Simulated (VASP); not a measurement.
MoS2: single point with PBEsol+D3(BJ)

System: MoS2, a sheet with vacuum.

```xyz
3
Lattice="3.1168 0.0000 0.0000 -1.5584 2.6992 0.0000 0.0000 0.0000 30.0400" Properties=species:S:1:pos:R:3 pbc="T T T"
S     1.5584    0.8997    6.9959
S     1.5584    0.8997   10.1241
Mo    0.0000    1.7995    8.5600
```

```
Program             : VASP 6.6.1
Task                : single point
Functional          : PBEsol
Dispersion          : D3(BJ)
Potentials or basis : VASP PAW PBE potentials, release 64 (S, Mo_sv)
Cutoff              : 400 eV
k mesh              : 12 × 12 × 1
Occupations         : gaussian, width 0.03 eV
Spin                : no spin polarisation
```

| Item | Value |
| --- | --- |
| Band gap on the k mesh | 1.90 eV |
| Dispersion energy per atom | -0.250 eV |

Levels at points of the mesh, in eV from the valence-band top:
| k point | band 9 | band 10 | band 11 | band 12 | band 13 | band 14 | band 15 | band 16 | band 17 | band 18 |
| --- | --- | --- | --- | --- | --- | --- | --- | --- | --- | --- |
| (0.00, 0.00, 0.00) | -2.59 | -1.95 | -1.42 | -1.42 | -0.17 | 2.95 | 2.95 | 3.21 | 3.21 | 5.50 |
| (0.50, 0.00, 0.00) | -4.23 | -3.20 | -2.01 | -0.83 | -0.68 | 2.50 | 2.98 | 3.98 | 4.53 | 6.25 |

Wall time 2.4 min on 1 thread of Intel Xeon 8259CL, with other jobs on the host, peak memory 0.3 GiB.
